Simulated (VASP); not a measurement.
Te2Mo: single point with r2SCAN

The system is Te2Mo, a slab with vacuum.

```xyz
3
Lattice="3.2621 0.0000 0.0000 -1.6311 2.8251 0.0000 0.0000 0.0000 20.8736" Properties=species:S:1:pos:R:3 pbc="T T T"
Te    0.0000    1.8834   18.7415
Te    0.0000    1.8834    2.1321
Mo    0.0000    0.0000    0.0000
```

This cell differs from its parent crystal: ratio of the length along z to the lengths across it x 1.3, volume and fractional coordinates fixed.

| Quantity | Value |
| --- | --- |
| Program | VASP 6.6.1 |
| Task | single point |
| Functional | r2SCAN |
| Potentials or basis | VASP PAW PBE potentials, release 64 (Te, Mo_sv) |
| Cutoff | 520 eV |
| k mesh | 12 × 12 × 2 |
| Occupations | gaussian, width 0.05 eV |
| Spin | no spin polarisation |

* Largest force: 2.083 eV/Å
* Band gap on the k mesh: zero (bands 13 and 14 overlap by 0.10 eV)

Forces in eV/Å, atoms in the order of the input:
```
Te   0.000  0.000  2.083
Te   0.000  0.000 -2.083
Mo   0.000  0.000  0.000
```

Levels at points of the mesh, in eV from the Fermi level:
| k point | band 10 | band 11 | band 12 | band 13 | band 14 | band 15 | band 16 | band 17 |
| --- | --- | --- | --- | --- | --- | --- | --- | --- |
| (0.00, 0.00, 0.00) | -1.25 | -1.25 | -0.36 | -0.36 | 3.23 | 3.56 | 3.56 | 3.60 |
| (0.50, 0.00, 0.00) | -3.38 | -2.06 | -1.75 | 0.01 | 0.82 | 1.86 | 2.12 | 2.71 |
| (0.00, 0.00, 0.50) | -1.25 | -1.25 | -0.36 | -0.36 | 3.26 | 3.56 | 3.56 | 3.57 |
| (0.50, 0.00, 0.50) | -3.38 | -2.06 | -1.75 | 0.01 | 0.82 | 1.86 | 2.12 | 2.71 |

Run time: 4.3 min on 1 thread of Intel(R) Xeon(R) 6975P-C (Granite Rapids), on a shared host, peak memory 0.42 GiB.

Caveat: there is no dipole correction, which matters where the two faces differ; the PAW data sets were made with another functional, which shifts forces and pressure a little; spin-orbit coupling is left out, which moves the levels of the heavy elements.
